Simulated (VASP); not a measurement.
Here is a VASP 6.6.1 calculation.

File POSCAR:

```
BN
1.0
    0.0000000000      1.8120551925      1.8120551925
    1.8120551925      0.0000000000      1.8120551925
    1.8120551925      1.8120551925      0.0000000000
B N
1 1
Direct
    0.0000000000      0.0000000000      0.0000000000
    0.2500000000      0.2500000000      0.2500000000
```

File INCAR.step1:

```
  PREC = Accurate
  ENCUT = 910
  EDIFF = 1E-5
  ISMEAR = -1
  SIGMA = 0.01
  LREAL = False
  LASPH = True
  NELM = 120
  ALGO = Normal
  ISIF = 2
  LWAVE = True
  LCHARG = False
  GGA = PE
  NBANDS = 11
  GGA_COMPAT = False
```

File INCAR.step2:

```
  PREC = Accurate
  ENCUT = 910
  EDIFF = 1E-6
  ISMEAR = -1
  SIGMA = 0.01
  LREAL = False
  LASPH = True
  NELM = 120
  ALGO = Normal
  ISIF = 2
  LWAVE = False
  LCHARG = False
  GGA = PE
  LHFCALC = True
  HFSCREEN = 0.2079
  PRECFOCK = Normal
  ISTART = 1
  NBANDS = 11
  GGA_COMPAT = False
```

Contents of KPOINTS:

```
Automatic mesh
0
Gamma
  4 4 4
  0.25 0.25 0.25
```

Potentials or basis: VASP PAW PBE potentials, release 64 (B_h, N_h).

The run is started by

```sh
$ cat potpaw_PBE.64/B_h/POTCAR potpaw_PBE.64/N_h/POTCAR > POTCAR
$ cp INCAR.step1 INCAR
$ mpirun -np 1 vasp_std > vasp.out
$ cp INCAR.step2 INCAR
$ mpirun -np 1 vasp_std > vasp.out
```

Task: Estimate the band gap on the k mesh.

Result: 6.24 eV, indirect (least direct gap 10.75 eV).

Task: Predict the pressure.

Result: -9.2 GPa.

Caveat: the k points lie up to 0.75 Å⁻¹ apart; the cutoff is under 1.25 times the usual one of these potentials, so pressure, stress and relaxed cells hold a basis-set (Pulay) error; the PAW data sets were made with another functional, which shifts forces and pressure a little. A k mesh can miss the band edges.
